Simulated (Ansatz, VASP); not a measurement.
**Two plane-wave programs on MgC2**

INCAR

```
PREC     = Accurate       # precision mode
ENCUT    = 520            # plane-wave cutoff, eV
EDIFF    = 1E-7           # SCF threshold, eV
ISMEAR   = -1             # smearing method
SIGMA    = 0.05           # smearing width, eV
LREAL    = F              # projectors in reciprocal space
LASPH    = T              # aspherical terms in the spheres
NELM     = 60             # most SCF steps
ALGO     = Normal         # electronic algorithm
ISIF     = 2              # what is computed and relaxed
LWAVE    = F              # write WAVECAR
LCHARG   = T              # write CHGCAR
GGA      = PE             # functional
LELF     = T              # ELF
LVHAR    = T            
NBANDS   = 19             # bands
```

Contents of KPOINTS:

```
Automatic mesh
0
Gamma
  7 7 6
```

POSCAR

```
MgC2
1.0
    3.9507770000      0.0000000000      0.0000000000
    0.0000000000      3.9507770000      0.0000000000
    0.0000000000      0.0000000000      4.9870890000
Mg C
2 4
Direct
   -0.0088950000     -0.0043460000      0.4923900000
    0.5033630000      0.5100160000     -0.0051830000
    0.3876270000      0.6066950000      0.5087150000
    0.1176850000      0.1209630000     -0.0000010000
    0.6130530000      0.3856960000      0.4972100000
    0.8770760000      0.8834810000      0.0045650000
```

Contents of input.yaml:

```yaml
crystal:
  lattice:
    - [3.950777, 0.0, 0.0]
    - [0.0, 3.950777, 0.0]
    - [0.0, 0.0, 4.987089]
  atoms:
    - { symbol: Mg, position: [-0.008895, -0.004346, 0.49239] }
    - { symbol: Mg, position: [0.503363, 0.510016, -0.005183] }
    - { symbol: C, position: [0.387627, 0.606695, 0.508715] }
    - { symbol: C, position: [0.117685, 0.120963, -1.0e-06] }
    - { symbol: C, position: [0.613053, 0.385696, 0.49721] }
    - { symbol: C, position: [0.877076, 0.883481, 0.004565] }
hamiltonian:
  xc: pbe
  pseudopotentials: { kind: paw }
kpoints:
  mp_grid: { grid: [7, 7, 6] }
scf:
  occupations: { method: fermi_dirac, width: 0.05 }
output:
  forces: true
  stress: true
  eigenvalues: true
```

Change from the starting cell: atoms moved at random, drawn with an rms of 0.05 Å.

Alike in both runs: task single point; functional PBE; k mesh 7 × 7 × 6; occupations fermi-dirac, width 0.05 eV; no spin polarisation.

|  | VASP | Ansatz |
| --- | --- | --- |
| version | VASP 6.6.1 | Ansatz 0.2.0 |
| potentials or method | VASP PAW PBE potentials, release 64 (Mg, C) | Ansatz PAW |
| plane-wave cutoff (eV) | 520 | 420 |
| valence electrons in the cell | 20 | 36 |

|  | VASP | Ansatz | Ansatz less VASP |
| --- | --- | --- | --- |
| gap on the k mesh at the Fermi level (eV) | 2.27 | 2.27 | +0.001 |
| least direct gap on the mesh (eV) | 2.42 | 2.41 | -0.004 |
| pressure (GPa) | -3.4 | -3.3 | +0.05 |
| traceless stress, the component that is largest in VASP (GPa) | -6.11 | -6.10 | +0.019 |
| rms of the force components (eV/Å) | 1.769 | 1.797 | +0.0283 |

Atom by atom the forces differ by 0.056 eV/Å (rms over components). VASP's potentials hold 20 valence electrons a cell and Ansatz's 36, so a difference there can come from the potentials and not from the codes.

Noted on Ansatz's run: odd divisions of the mesh miss points on the zone boundary, where band edges often lie, so the gap on the mesh can be too wide.
